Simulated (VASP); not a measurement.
# Ba (P6/mmm) in VASP: a series of runs

Runs on Ba. Level: LDA. Tasks: single point.

All numbers are computed with VASP 6.6.1; they aren't measurements. Logs are shortened: lines on timing, memory, paths and dates and some standing lists are left out, and cuts for length are marked.

### Step 1. The cell of the first run

The structure is hexagonal, space group P6/mmm (No. 191). Conventional cell: a = 6.996 Å, b = 6.996 Å, c = 3.909 Å, α = 90.00°, β = 90.00°, γ = 120.00°. Within 5.1 Å of Ba (site symmetry -6m2) lie 5 Ba at 3.91 to 4.04 Å.

This isn't the form of Ba at room conditions, which is bcc.

### Step 2. Single point, LDA

INCAR reads:

```
SYSTEM = Ba
ALGO = Fast ; EDIFF = 1E-7
ENCUT = 520 ; ISIF = 2
ISMEAR = 0 ; LASPH = .True.
LCHARG = .True. ; LELF = .True.
LREAL = .False. ; LVHAR = .True.
LWAVE = .False. ; NBANDS = 17
NELM = 100 ; PREC = Accurate
SIGMA = 0.15
```

KPOINTS reads:

```
k-points
0
Gamma
  9 9 12
  0 0 0
```

POSCAR reads:

```
Ba
1.0
    6.9960670735      0.0000000000      0.0000000000
   -3.4980335368      6.0587718122      0.0000000000
    0.0000000000      0.0000000000      3.9093935500
Ba
2
Direct
    0.3333333333      0.6666666667      0.5000000000
    0.6666666667      0.3333333333      0.5000000000
```

Potentials or basis: VASP PAW LDA potentials, release 64 (Ba_sv).

Run with:

```console
cat potpaw_LDA.64/Ba_sv/POTCAR > POTCAR
mpirun -np 1 vasp_std > vasp.out
```

OUTCAR:

```text
SYSTEM = Ba
   EDIFF = 1E-7
   ENCUT = 520
   ISIF = 2
   ISMEAR = 0
   LASPH = .True.
   LREAL = .False.
   NELM = 100
   PREC = Accurate

 ion  position               nearest neighbor table
   1  0.333  0.667  0.500-   2 4.04   2 4.04   2 4.04
   2  0.667  0.333  0.500-   1 4.04   1 4.04   1 4.04

  LATTYP: Found a hexagonal cell.
 ALAT       =     6.9960670735
 C/A-ratio  =     0.5587987521

  Lattice vectors:

 A1 = (   6.9960670735,   0.0000000000,   0.0000000000)
 A2 = (  -3.4980335368,   6.0587718122,   0.0000000000)
 A3 = (   0.0000000000,   0.0000000000,   3.9093935500)

Analysis of symmetry for initial positions (statically):
=====================================================================
 Subroutine PRICEL returns:
 Original cell was already a primitive cell.

 Routine SETGRP: Setting up the symmetry group for a
 hexagonal supercell.

 Subroutine GETGRP returns: Found 24 space group operations
 (whereof 24 operations were pure point group operations)
 out of a pool of 24 trial point group operations.

The static configuration has the point symmetry D_6h.

Analysis of symmetry for dynamics (positions and initial velocities):
=====================================================================
 Subroutine PRICEL returns:
 Original cell was already a primitive cell.

 Routine SETGRP: Setting up the symmetry group for a
 hexagonal supercell.

 Subroutine GETGRP returns: Found 24 space group operations
 (whereof 24 operations were pure point group operations)
 out of a pool of 24 trial point group operations.

The dynamic configuration has the point symmetry D_6h.

 Subroutine INISYM returns: Found 24 space group operations
 (whereof 24 operations are pure point group operations),
 and found     1 'primitive' translations

----------------------------------------------------------------------------------------

                                     Primitive cell

  volume of cell :     165.7097

  direct lattice vectors                    reciprocal lattice vectors
     6.996067073  0.000000000  0.000000000     0.142937452  0.082524976  0.000000000
    -3.498033537  6.058771812  0.000000000     0.000000000  0.165049953  0.000000000
     0.000000000  0.000000000  3.909393550     0.000000000  0.000000000  0.255794150

  length of vectors
     6.996067073  6.996067073  3.909393550     0.165049953  0.165049953  0.255794150

  position of ions in fractional coordinates (direct lattice)
     0.333333333  0.666666667  0.500000000
     0.666666667  0.333333333  0.500000000

  ion indices of the primitive-cell ions
   primitive index   ion index
                 1           1
                 2           2

----------------------------------------------------------------------------------------

 KPOINTS: k-points

Automatic generation of k-mesh.
 Grid dimensions read from file:
 generate k-points for:    9    9   12

 Generating k-lattice:

  Cartesian coordinates                     Fractional coordinates (reciprocal lattice)
     0.015881939  0.009169442  0.000000000     0.111111111 -0.000000000  0.000000000
     0.000000000  0.018338884  0.000000000     0.000000000  0.111111111  0.000000000
     0.000000000  0.000000000  0.021316179     0.000000000  0.000000000  0.083333333

  Length of vectors
     0.018338884  0.018338884  0.021316179

  Shift w.r.t. Gamma in fractional coordinates (k-lattice)
     0.000000000  0.000000000  0.000000000

 Subroutine IBZKPT returns following result:
 ===========================================

 Found     84 irreducible k-points:

 Following reciprocal coordinates:
            Coordinates               Weight
  0.000000  0.000000  0.000000      1.000000
  0.111111 -0.000000  0.000000      6.000000
  0.222222 -0.000000  0.000000      6.000000
  0.333333 -0.000000  0.000000      6.000000
  0.444444 -0.000000  0.000000      6.000000
  0.111111  0.111111  0.000000      6.000000
[... 16 lines left out ...]
  0.333333  0.222222  0.083333     24.000000
  0.333333  0.333333  0.083333      4.000000
 [... further k-points ...]
   k-points           NKPTS =     84   k-points in BZ     NKDIM =     84   number of bands    NBANDS=     17
   number of dos      NEDOS =    301   number of ions     NIONS =      2
   total plane-waves  NPLWV =  87480
   dimension x,y,z NGX =    54 NGY =   54 NGZ =   30
   dimension x,y,z NGXF=   108 NGYF=  108 NGZF=   60
   ions per type =               2
   NGX,Y,Z   is equivalent  to a cutoff of  12.83, 12.83, 12.76 a.u.
   NGXF,Y,Z  is equivalent  to a cutoff of  25.66, 25.66, 25.51 a.u.
 SYSTEM =  Ba
   PREC   = accura    normal or accurate (medium, high low for compatibility)
   ISTART =      0    job   : 0-new  1-cont  2-samecut
   ICHARG =      2    charge: 1-file 2-atom 10-const
   ISPIN  =      1    spin polarized calculation?
   LNONCOLLINEAR =      F non collinear calculations
   LSORBIT =      F    spin-orbit coupling
   LASPH  =      T    aspherical Exc in radial PAW
   ENCUT  =  520.0 eV  38.22 Ry    6.18 a.u.  13.01 13.01  7.27*2*pi/ulx,y,z
   NELM   =    100;   NELMIN=  2; NELMDL= -5     # of ELM steps
   EDIFF  = 0.1E-06   stopping-criterion for ELM
   LREAL  =      F    real-space projection
   EDIFFG = 0.1E-05   stopping-criterion for IOM
   NSW    =      0    number of steps for IOM
   IBRION =     -1    ionic relax: 0-MD 1-quasi-New 2-CG
   NFREE  =      0    steps in history (QN), initial steepest desc. (CG)
   ISIF   =      2    stress and relaxation
   ISYM   =      2    0-nonsym 1-usesym 2-fastsym
   POTIM  = 0.5000    time-step for ionic-motion
   TEBEG  =    0.0;   TEEND  =   0.0 temperature during run
   PSTRESS=    0.0 pullay stress
   NELECT =      20.0000    total number of electrons
   NUPDOWN=      -1.0000    fix difference up-down
   EMIN   =  10.00;   EMAX   =-10.00  energy-range for DOS
   EFERMI =   0.00;   METHOD = LEGACY
   ISMEAR =     0;   SIGMA  =   0.15  broadening in eV -4-tet -1-fermi 0-gaus
   EFERMI_NEDOS =   21; number of points for ismear=-14 and -15
   IALGO  =     68    algorithm
   IMIX   =      4    mixing-type and parameters
     AMIX     =   0.40;   BMIX     =  1.00
     AMIX_MAG =   1.60;   BMIX_MAG =  1.00
  volume/ion in A,a.u.               =      82.85       559.13
  Fermi-wavevector in a.u.,A,eV,Ry     =   0.809038  1.528860  8.905588  0.654542
  Thomas-Fermi vector in A             =   1.917955
   LORBIT       =      0    0 simple, 1 ext, 2 COOP (PROOUT), +10 PAW based schemes
   GGA     = CA    functional components
   LHFCALC =     F    Hartree Fock is set to
   AEXX    =    0.0000 exact exchange contribution
   IVDW    =     0    specifies the selected vdW correction
   LEPSILON=     F    determine dielectric tensor
   LRPA    =     F    only Hartree local field effects (RPA)
 non-spin polarized calculation
 RMM-DIIS sequential band-by-band and
 Gauss-broadening in eV      SIGMA  =   0.15
  energy-cutoff  :      520.00
  volume of cell :      165.71
 maximum number of plane-waves:      4497
 NGX is ok and might be reduce to    54
   NGX = 25   NGY = 25   NGZ = 15

 number of electron      20.0000003 magnetization

 Free energy of the ion-electron system (eV)
  ---------------------------------------------------
  ext. energy  EPLUGINS =         0.00000000
  ---------------------------------------------------
  free energy    TOTEN  =        -2.92431448 eV

  energy without entropy =       -2.85376791  energy(sigma->0) =       -2.88904120

 E-fermi :   0.3656     XC(G=0):  -6.5593

 val. band max:        0.3655831697   @ k =   0.3333  -0.0000   0.3333
 cond. band min:       0.3773930590   @ k =   0.3333   0.2222   0.4167
 fundamental gap:      0.0118098893
 Fermi energy:         0.3655954610

 k-point     1 :       0.0000    0.0000    0.0000
  band No.  band energies     occupation
      1     -28.8314      2.00000
      2     -28.7614      2.00000
      3     -14.2352      2.00000
      4     -14.2352      2.00000
      5     -13.8367      2.00000
      6     -13.8367      2.00000
[... 9 lines left out ...]
     16       3.5441      0.00000
     17       3.5447      0.00000

 k-point     2 :       0.1111   -0.0000    0.0000
  band No.  band energies     occupation
      1     -28.8295      2.00000
      2     -28.7633      2.00000
      3     -14.2393      2.00000
      4     -14.2267      2.00000
      5     -13.8460      2.00000
      6     -13.8321      2.00000
[... 9 lines left out ...]
     16       3.5277      0.00000
     17       3.5591      0.00000

 k-point     3 :       0.2222   -0.0000    0.0000
  band No.  band energies     occupation
      1     -28.8243      2.00000
      2     -28.7686      2.00000
      3     -14.2492      2.00000
      4     -14.2030      2.00000
      5     -13.8715      2.00000
      6     -13.8208      2.00000
[... 9 lines left out ...]
     16       3.4859      0.00000
     17       3.6017      0.00000

 k-point     4 :       0.3333   -0.0000    0.0000
  band No.  band energies     occupation
      1     -28.8167      2.00000
      2     -28.7763      2.00000
      3     -14.2600      2.00000
      4     -14.1708      2.00000
      5     -13.9059      2.00000
      6     -13.8086      2.00000
[... 9 lines left out ...]
     16       3.4455      0.00000
     17       3.4511      0.00000
[... 343 lines left out ...]
      1     -28.8079      2.00000
      2     -28.7765      2.00000
      3     -14.2647      2.00000
      4     -14.1317      2.00000
      5     -13.9341      2.00000
      6     -13.7910      2.00000
[... 9 lines left out ...]
     16       2.7645      0.00000
     17       3.5171      0.00000

 k-point    23 :       0.3333    0.2222    0.0833
  band No.  band energies     occupation
      1     -28.8002      2.00000
      2     -28.7843      2.00000
      3     -14.2729      2.00000
      4     -14.0900      2.00000
      5     -13.9769      2.00000
      6     -13.7820      2.00000
[... 9 lines left out ...]
     16       2.5503      0.00000
     17       3.3205      0.00000

 k-point    24 :       0.3333    0.3333    0.0833
  band No.  band energies     occupation
      1     -28.7922      2.00000
      2     -28.7922      2.00000
      3     -14.2775      2.00000
      4     -14.0337      2.00000
      5     -14.0337      2.00000
      6     -13.7770      2.00000
[... 9 lines left out ...]
     16       2.1580      0.00000
     17       3.2337      0.00000

 [... further k-points ...]

------------------------ aborting loop because EDIFF is reached ----------------------------------------

  FORCE on cell =-STRESS in cart. coord.  units (eV):
  Direction    XX          YY          ZZ          XY          YZ          ZX
  --------------------------------------------------------------------------------------
  -------------------------------------------------------------------------------------
  Total       -0.3807038     -0.3807038     -0.8658077      0.0000000      0.0000000     -0.0000000
  in kB       -3.6808647     -3.6808647     -8.3711298      0.0000000      0.0000000     -0.0000000
  external PRESSURE =      -5.2442864 kB  Pullay stress =       0.0000000 kB

 VOLUME and BASIS-vectors are now :
 -----------------------------------------------------------------------------
  energy-cutoff  :      520.00
  volume of cell :      165.71
      direct lattice vectors                 reciprocal lattice vectors
     6.996067073  0.000000000  0.000000000     0.142937452  0.082524976  0.000000000
    -3.498033537  6.058771812  0.000000000     0.000000000  0.165049953  0.000000000
     0.000000000  0.000000000  3.909393550     0.000000000  0.000000000  0.255794150

 POSITION                                       TOTAL-FORCE (eV/Angst)
 -----------------------------------------------------------------------------------
     -0.00000      4.03918      1.95470        -0.000000      0.000000      0.000000
      3.49803      2.01959      1.95470         0.000000      0.000000      0.000000
 -----------------------------------------------------------------------------------
    total drift:                               -0.000000      0.000000     -0.000000

  FREE ENERGIE OF THE ION-ELECTRON SYSTEM (eV)
  ---------------------------------------------------
  free  energy   TOTEN  =        -2.9243144811 eV

  energy  without entropy=       -2.8537679107  energy(sigma->0) =       -2.88904120
```

Run time: 3.8 min. Hardware: 1 thread of Intel Xeon 6975P-C (Granite Rapids), shared host; peak memory 0.34 GiB.

What came out:

```
Free energy            : -2.9243 eV
Pressure               : -0.5 GPa
Band gap on the k mesh : zero (bands 10 and 11 overlap by 0.91 eV)
```

Caveat: spin-orbit coupling is left out, which moves the levels of the heavy elements.

### Step 3. Single point, LDA

INCAR reads:

```
SYSTEM = Ba
  PREC = Accurate
  ENCUT = 520
  EDIFF = 1E-7
  ISMEAR = 0
  SIGMA = 0.15
  LREAL = .FALSE.
  LASPH = .TRUE.
  NELM = 100
  ALGO = Fast
  ISIF = 2
  LWAVE = .FALSE.
  LCHARG = .TRUE.
  LELF = .TRUE.
  LVHAR = .TRUE.
  NBANDS = 17
```

KPOINTS reads:

```
regular mesh
0
G
  9 9 14
  0 0 0
```

POSCAR is that of step 2.

Potentials or basis: VASP PAW LDA potentials, release 64 (Ba_sv).

Run with:

```console
cat potpaw_LDA.64/Ba_sv/POTCAR > POTCAR
mpirun -np 1 vasp_std > vasp.out
```

It took 3.5 min on 1 thread of Intel Xeon 6975P-C (Granite Rapids), shared host; peak memory 0.36 GiB.

The run converged. Its results:

| Quantity | Value |
| --- | --- |
| Free energy | -2.9242 eV |
| Pressure | -0.5 GPa |
| Band gap on the k mesh | zero (bands 10 and 11 overlap by 0.99 eV) |

Stress tensor (GPa, compression positive):
```
-0.37  0.00  0.00
 0.00 -0.37  0.00
 0.00  0.00 -0.84
```

Levels at points of the mesh, in eV from the Fermi level:
```
           k point  band 8  band 9  band 10  band 11  band 12  band 13
(0.00, 0.00, 0.00)  -13.88   -2.23     0.06     0.22     0.74     0.74
(0.00, 0.00, 0.50)  -14.12   -0.22    -0.19    -0.19     1.16     1.40
```

Caveat: spin-orbit coupling is left out, which moves the levels of the heavy elements.
